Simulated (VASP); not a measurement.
# BP in VASP: a series of runs

Aim: see how the results for BP move with the level of theory and the settings. Levels: r2SCAN, PBE. Tasks: single point.

Everything below comes from runs of VASP 6.6.1. Logs are shortened: lines on timing, memory, paths and dates and some standing lists are left out, and cuts for length are marked.

## (1) The cell of the first run

The structure is cubic, space group F-43m (No. 216). The conventional cell has a = 4.537 Å, b = 4.537 Å, c = 4.537 Å, α = 90.00°, β = 90.00°, γ = 90.00°. Within 2.6 Å of B (site symmetry -43m) lie 4 P at 1.96 Å. P (site symmetry -43m) has 4 B at 1.96 Å within 2.6 Å.

## (2) Single point, r2SCAN

The input, POSCAR:

```
BP
1.0
    0.0000000000      2.2683156689      2.2683156689
    2.2683156689      0.0000000000      2.2683156689
    2.2683156689      2.2683156689      0.0000000000
B P
1 1
Direct
    0.0000000000      0.0000000000      0.0000000000
    0.2500000000      0.2500000000      0.2500000000
```

The input, INCAR.step1:

```
SYSTEM = BP
ALGO = Normal
EDIFF = 1E-4
ENCUT = 520
GGA = PE
ISMEAR = 0
LASPH = .TRUE.
LCHARG = .FALSE.
LREAL = .FALSE.
LWAVE = .TRUE.
NBANDS = 11
NELM = 100
PREC = Accurate
SIGMA = 0.01
```

The input, INCAR.step2:

```
SYSTEM = BP
ALGO = Normal
EDIFF = 1E-6
ENCUT = 520
ISIF = 2
ISMEAR = 0
ISTART = 1
LASPH = .TRUE.
LCHARG = .TRUE.
LELF = .TRUE.
LMIXTAU = .TRUE.
LREAL = .FALSE.
LVHAR = .TRUE.
LWAVE = .FALSE.
METAGGA = R2SCAN
NBANDS = 11
NELM = 100
PREC = Accurate
SIGMA = 0.01
```

The input, KPOINTS:

```
k-points
0
G
  10 10 10
  0 0 0
```

Potentials or basis: VASP PAW PBE potentials, release 64 (B, P).

On the command line:

```console
cat potpaw_PBE.64/B/POTCAR potpaw_PBE.64/P/POTCAR > POTCAR
cp INCAR.step1 INCAR
mpirun -np 1 vasp_std > vasp.out
cp INCAR.step2 INCAR
mpirun -np 1 vasp_std > vasp.out
```

OUTCAR:

```text
SYSTEM = BP
   EDIFF = 1E-6
   ENCUT = 520
   ISIF = 2
   ISMEAR = 0
   ISTART = 1
   LASPH = .TRUE.
   LREAL = .FALSE.
   METAGGA = R2SCAN
   NELM = 100
   PREC = Accurate

 ion  position               nearest neighbor table
   1  0.000  0.000  0.000-   2 1.96   2 1.96   2 1.96   2 1.96
   2  0.250  0.250  0.250-   1 1.96   1 1.96   1 1.96   1 1.96

  LATTYP: Found a face centered cubic cell.
 ALAT       =     4.5366313378

  Lattice vectors:

 A1 = (   0.0000000000,   2.2683156689,   2.2683156689)
 A2 = (   2.2683156689,   0.0000000000,   2.2683156689)
 A3 = (   2.2683156689,   2.2683156689,   0.0000000000)

Analysis of symmetry for initial positions (statically):
=====================================================================
 Subroutine PRICEL returns:
 Original cell was already a primitive cell.

 Routine SETGRP: Setting up the symmetry group for a
 face centered cubic supercell.

 Subroutine GETGRP returns: Found 24 space group operations
 (whereof 24 operations were pure point group operations)
 out of a pool of 48 trial point group operations.

The static configuration has the point symmetry T_d .

Analysis of symmetry for dynamics (positions and initial velocities):
=====================================================================
 Subroutine PRICEL returns:
 Original cell was already a primitive cell.

 Routine SETGRP: Setting up the symmetry group for a
 face centered cubic supercell.

 Subroutine GETGRP returns: Found 24 space group operations
 (whereof 24 operations were pure point group operations)
 out of a pool of 48 trial point group operations.

The dynamic configuration has the point symmetry T_d .

 Subroutine INISYM returns: Found 24 space group operations
 (whereof 24 operations are pure point group operations),
 and found     1 'primitive' translations

----------------------------------------------------------------------------------------

                                     Primitive cell

  volume of cell :      23.3421

  direct lattice vectors                    reciprocal lattice vectors
     0.000000000  2.268315669  2.268315669    -0.220427874  0.220427874  0.220427874
     2.268315669  0.000000000  2.268315669     0.220427874 -0.220427874  0.220427874
     2.268315669  2.268315669  0.000000000     0.220427874  0.220427874 -0.220427874

  length of vectors
     3.207882783  3.207882783  3.207882783     0.381792277  0.381792277  0.381792277

  position of ions in fractional coordinates (direct lattice)
     0.000000000  0.000000000  0.000000000
     0.250000000  0.250000000  0.250000000

  ion indices of the primitive-cell ions
   primitive index   ion index
                 1           1
                 2           2

----------------------------------------------------------------------------------------

 KPOINTS: k-points

Automatic generation of k-mesh.
 Grid dimensions read from file:
 generate k-points for:   10   10   10

 Generating k-lattice:

  Cartesian coordinates                     Fractional coordinates (reciprocal lattice)
    -0.022042787  0.022042787  0.022042787     0.100000000  0.000000000  0.000000000
     0.022042787 -0.022042787  0.022042787     0.000000000  0.100000000  0.000000000
     0.022042787  0.022042787 -0.022042787     0.000000000  0.000000000  0.100000000

  Length of vectors
     0.038179228  0.038179228  0.038179228

  Shift w.r.t. Gamma in fractional coordinates (k-lattice)
     0.000000000  0.000000000  0.000000000

 Subroutine IBZKPT returns following result:
 ===========================================

 Found     47 irreducible k-points:

 Following reciprocal coordinates:
            Coordinates               Weight
  0.000000  0.000000  0.000000      1.000000
  0.100000  0.000000  0.000000      8.000000
  0.200000  0.000000  0.000000      8.000000
  0.300000  0.000000  0.000000      8.000000
  0.400000  0.000000  0.000000      8.000000
  0.500000  0.000000  0.000000      4.000000
[... 16 lines left out ...]
  0.300000  0.300000  0.000000      6.000000
  0.400000  0.300000  0.000000     24.000000
 [... further k-points ...]
   k-points           NKPTS =     47   k-points in BZ     NKDIM =     47   number of bands    NBANDS=     11
   number of dos      NEDOS =    301   number of ions     NIONS =      2
   total plane-waves  NPLWV =  13824
   dimension x,y,z NGX =    24 NGY =   24 NGZ =   24
   dimension x,y,z NGXF=    48 NGYF=   48 NGZF=   48
   ions per type =               1   1
   NGX,Y,Z   is equivalent  to a cutoff of  12.44, 12.44, 12.44 a.u.
   NGXF,Y,Z  is equivalent  to a cutoff of  24.88, 24.88, 24.88 a.u.
 SYSTEM =  BP
   PREC   = accura    normal or accurate (medium, high low for compatibility)
   ISTART =      1    job   : 0-new  1-cont  2-samecut
   ICHARG =      0    charge: 1-file 2-atom 10-const
   ISPIN  =      1    spin polarized calculation?
   LNONCOLLINEAR =      F non collinear calculations
   LSORBIT =      F    spin-orbit coupling
   LASPH  =      T    aspherical Exc in radial PAW
   ENCUT  =  520.0 eV  38.22 Ry    6.18 a.u.   5.96  5.96  5.96*2*pi/ulx,y,z
   NELM   =    100;   NELMIN=  2; NELMDL=  0     # of ELM steps
   EDIFF  = 0.1E-05   stopping-criterion for ELM
   LREAL  =      F    real-space projection
   EDIFFG = 0.1E-04   stopping-criterion for IOM
   NSW    =      0    number of steps for IOM
   IBRION =     -1    ionic relax: 0-MD 1-quasi-New 2-CG
   NFREE  =      0    steps in history (QN), initial steepest desc. (CG)
   ISIF   =      2    stress and relaxation
   ISYM   =      2    0-nonsym 1-usesym 2-fastsym
   POTIM  = 0.5000    time-step for ionic-motion
   TEBEG  =    0.0;   TEEND  =   0.0 temperature during run
   PSTRESS=    0.0 pullay stress
   NELECT =       8.0000    total number of electrons
   NUPDOWN=      -1.0000    fix difference up-down
   EMIN   =  10.00;   EMAX   =-10.00  energy-range for DOS
   EFERMI =   0.00;   METHOD = LEGACY
   ISMEAR =     0;   SIGMA  =   0.01  broadening in eV -4-tet -1-fermi 0-gaus
   EFERMI_NEDOS =   21; number of points for ismear=-14 and -15
   IALGO  =     38    algorithm
   IMIX   =      4    mixing-type and parameters
     AMIX     =   0.40;   BMIX     =  1.00
     AMIX_MAG =   1.60;   BMIX_MAG =  1.00
  volume/ion in A,a.u.               =      11.67        78.76
  Fermi-wavevector in a.u.,A,eV,Ry     =   1.145666  2.164995 17.858333  1.312550
  Thomas-Fermi vector in A             =   2.282353
   LORBIT       =      0    0 simple, 1 ext, 2 COOP (PROOUT), +10 PAW based schemes
   METAGGA = R2SCAN    functional components
   LHFCALC =     F    Hartree Fock is set to
   AEXX    =    0.0000 exact exchange contribution
   IVDW    =     0    specifies the selected vdW correction
   LEPSILON=     F    determine dielectric tensor
   LRPA    =     F    only Hartree local field effects (RPA)
 non-spin polarized calculation
 Gauss-broadening in eV      SIGMA  =   0.01
  energy-cutoff  :      520.00
  volume of cell :       23.34
 maximum number of plane-waves:       639
   NGX = 11   NGY = 11   NGZ = 11

 number of electron       8.0000000 magnetization

 Free energy of the ion-electron system (eV)
  ---------------------------------------------------
  ext. energy  EPLUGINS =         0.00000000
  ---------------------------------------------------
  free energy    TOTEN  =       -17.31132676 eV

  energy without entropy =      -17.31132676  energy(sigma->0) =      -17.31132676

 E-fermi :   7.5207     XC(G=0): -11.5050

 val. band max:        7.3997756246   @ k =   0.0000   0.0000   0.0000
 cond. band min:       8.8451393034   @ k =   0.4000   0.4000   0.0000
 fundamental gap:      1.4453636789
 Fermi energy:         7.5206782832

 k-point     1 :       0.0000    0.0000    0.0000
  band No.  band energies     occupation
      1      -8.8680      2.00000
      2       7.3998      2.00000
      3       7.3998      2.00000
      4       7.3998      2.00000
      5      11.0415      0.00000
      6      11.0415      0.00000
      7      11.0415      0.00000
      8      15.4247      0.00000
      9      19.8113      0.00000
     10      20.0492      0.00000
     11      20.0492      0.00000

 k-point     2 :       0.1000    0.0000    0.0000
  band No.  band energies     occupation
      1      -8.6785      2.00000
      2       6.0288      2.00000
      3       7.0878      2.00000
      4       7.0878      2.00000
      5      11.4759      0.00000
      6      11.4759      0.00000
      7      11.5326      0.00000
      8      15.9652      0.00000
      9      19.3745      0.00000
     10      19.3745      0.00000
     11      20.4026      0.00000

 k-point     3 :       0.2000    0.0000    0.0000
  band No.  band energies     occupation
      1      -8.1173      2.00000
      2       3.5638      2.00000
      3       6.4948      2.00000
      4       6.4948      2.00000
      5      11.7833      0.00000
      6      12.2429      0.00000
      7      12.2429      0.00000
      8      17.2119      0.00000
      9      18.7760      0.00000
     10      18.7760      0.00000
     11      21.2627      0.00000

 k-point     4 :       0.3000    0.0000    0.0000
  band No.  band energies     occupation
      1      -7.2158      2.00000
      2       1.0811      2.00000
      3       5.9752      2.00000
      4       5.9752      2.00000
      5      11.7036      0.00000
      6      12.5899      0.00000
      7      12.5899      0.00000
      8      18.1904      0.00000
      9      19.4150      0.00000
     10      19.4150      0.00000
     11      21.4984      0.00000

 k-point     5 :       0.4000    0.0000    0.0000
  band No.  band energies     occupation
      1      -6.0934      2.00000
      2      -1.0445      2.00000
      3       5.6452      2.00000
      4       5.6452      2.00000
      5      11.5890      0.00000
      6      12.5118      0.00000
      7      12.5118      0.00000
      8      18.3708      0.00000
      9      21.2386      0.00000
     10      21.2386      0.00000
     11      22.4736      0.00000
[... 211 lines left out ...]
 k-point    21 :      -0.3000    0.2000    0.0000
  band No.  band energies     occupation
      1      -5.8558      2.00000
      2       0.0365      2.00000
      3       2.5022      2.00000
      4       5.3653      2.00000
      5      11.6328      0.00000
      6      13.9568      0.00000
      7      14.8142      0.00000
      8      17.4605      0.00000
      9      18.3195      0.00000
     10      20.9325      0.00000
     11      25.4014      0.00000

 k-point    22 :      -0.2000    0.2000    0.0000
  band No.  band energies     occupation
      1      -6.9085      2.00000
      2       1.8580      2.00000
      3       3.0208      2.00000
      4       6.0789      2.00000
      5      12.2466      0.00000
      6      13.0889      0.00000
      7      14.2332      0.00000
      8      16.3869      0.00000
      9      17.3816      0.00000
     10      21.9555      0.00000
     11      24.2517      0.00000

 k-point    23 :       0.3000    0.3000    0.0000
  band No.  band energies     occupation
      1      -6.6408      2.00000
      2       2.2832      2.00000
      3       3.9962      2.00000
      4       3.9962      2.00000
      5       9.1378      0.00000
      6      11.6505      0.00000
      7      16.8971      0.00000
      8      16.8971      0.00000
      9      21.4066      0.00000
     10      22.4510      0.00000
     11      25.0584      0.00000

 k-point    24 :       0.4000    0.3000    0.0000
  band No.  band energies     occupation
      1      -5.7694      2.00000
      2       0.8752      2.00000
      3       3.1393      2.00000
      4       3.6845      2.00000
      5       9.4403      0.00000
      6      11.3488      0.00000
      7      17.5566      0.00000
      8      17.5646      0.00000
      9      22.4516      0.00000
     10      23.4349      0.00000
     11      25.5590      0.00000

 [... further k-points ...]
[... 5 lines left out ...]
  --------------------------------------------------------------------------------------
  -------------------------------------------------------------------------------------
  Total       -0.0757744     -0.0757744     -0.0757744      0.0000000     -0.0000000     -0.0000000
  in kB       -5.2010698     -5.2010698     -5.2010698      0.0000000     -0.0000000     -0.0000000
  external PRESSURE =      -5.2010698 kB  Pullay stress =       0.0000000 kB

 VOLUME and BASIS-vectors are now :
 -----------------------------------------------------------------------------
  energy-cutoff  :      520.00
  volume of cell :       23.34
      direct lattice vectors                 reciprocal lattice vectors
     0.000000000  2.268315669  2.268315669    -0.220427874  0.220427874  0.220427874
     2.268315669  0.000000000  2.268315669     0.220427874 -0.220427874  0.220427874
     2.268315669  2.268315669  0.000000000     0.220427874  0.220427874 -0.220427874

 POSITION                                       TOTAL-FORCE (eV/Angst)
 -----------------------------------------------------------------------------------
      0.00000      0.00000      0.00000         0.000000      0.000000      0.000000
      1.13416      1.13416      1.13416        -0.000000     -0.000000     -0.000000
 -----------------------------------------------------------------------------------
    total drift:                                0.000000      0.000000      0.000000

  FREE ENERGIE OF THE ION-ELECTRON SYSTEM (eV)
  ---------------------------------------------------
  free  energy   TOTEN  =       -17.3113267573 eV

  energy  without entropy=      -17.3113267573  energy(sigma->0) =      -17.31132676
```

Wall time 22 s (1 thread of Intel Xeon Platinum 8488C (Sapphire Rapids), shared host); peak memory 0.14 GiB.

What came out:

```
Free energy            : -17.3113 eV
Pressure               : -0.5 GPa
Band gap on the k mesh : 1.45 eV, indirect (least direct gap 3.64 eV)
```

Caveat: the PAW data sets were made with another functional, which shifts forces and pressure a little. A k mesh can miss the band edges.

## (3) Single point, PBE (epitaxial xy strain -4.0%)

The input, INCAR:

```
PREC = Accurate
ENCUT = 520
EDIFF = 1E-7
ISMEAR = -1
SIGMA = 0.02
LREAL = False
LASPH = True
NELM = 100
ALGO = Normal
ISIF = 2
LWAVE = False
LCHARG = False
GGA = PE
NBANDS = 11
```

The input, KPOINTS:

```
regular mesh
0
Gamma
  10 10 10
```

The input, POSCAR:

```
BP
1.0
    0.0000000000      2.1775830422      2.3052611178
    2.1775830422      0.0000000000      2.3052611178
    2.1775830422      2.1775830422      0.0000000000
B P
1 1
Direct
    0.0000000000      0.0000000000      0.0000000000
    0.2500000000      0.2500000000      0.2500000000
```

Potentials or basis: VASP PAW PBE potentials, release 64 (B, P).

On the command line:

```console
cat potpaw_PBE.64/B/POTCAR potpaw_PBE.64/P/POTCAR > POTCAR
mpirun -np 1 vasp_std > vasp.out
```

It took 12 s on 1 thread of Intel Xeon Platinum 8488C (Sapphire Rapids), shared host; peak memory 0.15 GiB.

It converged, with:

```
Free energy            : -12.8222 eV
Pressure               : 13.3 GPa
Band gap on the k mesh : 0.70 eV, indirect (least direct gap 3.22 eV)
```

Stress tensor (GPa, compression positive):
```
19.05  0.00  0.00
 0.00 19.05  0.00
 0.00  0.00  1.68
```

Levels at points of the mesh, in eV from the valence-band top:
| k point | band 2 | band 3 | band 4 | band 5 | band 6 | band 7 |
| --- | --- | --- | --- | --- | --- | --- |
| (0.00, 0.00, 0.00) | -0.62 | 0.00 | 0.00 | 3.22 | 3.22 | 3.52 |
| (0.50, 0.00, 0.00) | -9.73 | -2.45 | -1.64 | 3.41 | 4.82 | 4.87 |
| (0.50, 0.50, 0.00) | -9.49 | -4.13 | -4.13 | 1.42 | 1.97 | 12.57 |
| (0.50, 0.00, 0.50) | -8.95 | -4.82 | -4.69 | 0.79 | 1.12 | 11.73 |

Caveat: the cell differs from its parent crystal (epitaxial xy strain -4.0%). A k mesh can miss the band edges.

## (4) Single point, PBE (epitaxial xy strain -3.0%)

The input, INCAR:

```
PREC     = Accurate       # precision mode
ENCUT    = 520            # plane-wave cutoff, eV
EDIFF    = 1E-7           # SCF threshold, eV
ISMEAR   = -1             # smearing method
SIGMA    = 0.02           # smearing width, eV
LREAL    = False          # projectors in reciprocal space
LASPH    = True           # aspherical terms in the spheres
NELM     = 100            # most SCF steps
ALGO     = Normal         # electronic algorithm
ISIF     = 2              # what is computed and relaxed
LWAVE    = False          # write WAVECAR
LCHARG   = False          # write CHGCAR
GGA      = PE             # functional
NBANDS   = 11             # bands
```

The input, KPOINTS:

```
Automatic mesh
0
Gamma
  10 10 10
```

The input, POSCAR:

```
BP
1.0
    0.0000000000      2.2002661989      2.2961117116
    2.2002661989      0.0000000000      2.2961117116
    2.2002661989      2.2002661989      0.0000000000
B P
1 1
Direct
    0.0000000000      0.0000000000      0.0000000000
    0.2500000000      0.2500000000      0.2500000000
```

On the command line:

```console
cat potpaw_PBE.64/B/POTCAR potpaw_PBE.64/P/POTCAR > POTCAR
mpirun -np 1 vasp_std > vasp.out
```

Run time: 11 s. Hardware: 1 thread of Intel Xeon Platinum 8488C (Sapphire Rapids), shared host; peak memory 0.15 GiB.

It converged, with:

| Item | Value |
| --- | --- |
| Free energy | -12.8686 eV |
| Pressure | 9.9 GPa |
| Band gap on the k mesh | 0.84 eV, indirect (least direct gap 3.26 eV) |

Stress tensor (GPa, compression positive):
```
14.07  0.00  0.00
 0.00 14.07  0.00
 0.00  0.00  1.48
```

Levels at points of the mesh, in eV from the valence-band top:
```tsv
k point	band 1	band 2	band 3	band 4	band 5	band 6	band 7	band 8	band 9
(0.00, 0.00, 0.00)	-16.06	-0.45	0.00	0.00	3.26	3.26	3.49	7.95	11.48
(0.50, 0.00, 0.00)	-12.54	-9.55	-2.26	-1.67	3.59	4.71	4.82	10.17	14.53
(0.50, 0.50, 0.00)	-11.24	-9.25	-4.13	-4.13	1.40	1.89	12.46	12.46	15.34
(0.50, 0.00, 0.50)	-10.79	-8.86	-4.64	-4.54	0.93	1.26	11.87	12.86	15.49
```

Caveat: the cell differs from its parent crystal (epitaxial xy strain -3.0%). A k mesh can miss the band edges.

## (5) Summary

```tsv
level	cell	smearing	gap on the mesh (eV)	pressure (GPa)
r2SCAN	a = 3.208 Å, angles 60.0°, 2 atoms	gaussian 0.01 eV	1.45	-0.5
PBE	a = 3.171, b = 3.171, c = 3.080 Å, angles 61.0, 61.0, 58.1°, 2 atoms	fermi-dirac 0.02 eV	0.70	13.3
PBE	a = 3.180, b = 3.180, c = 3.112 Å, angles 60.7, 60.7, 58.6°, 2 atoms	fermi-dirac 0.02 eV	0.84	9.9
```

Alike in all rows: task single point; potentials or basis VASP PAW PBE potentials, release 64 (B, P); no spin polarisation; k mesh 10 × 10 × 10; cutoff (eV) 520.

Caveats: the PAW data sets were made with another functional, which shifts forces and pressure a little (some runs).

Total energies depend on the potentials used, so only differences within one code and one set of settings carry meaning.
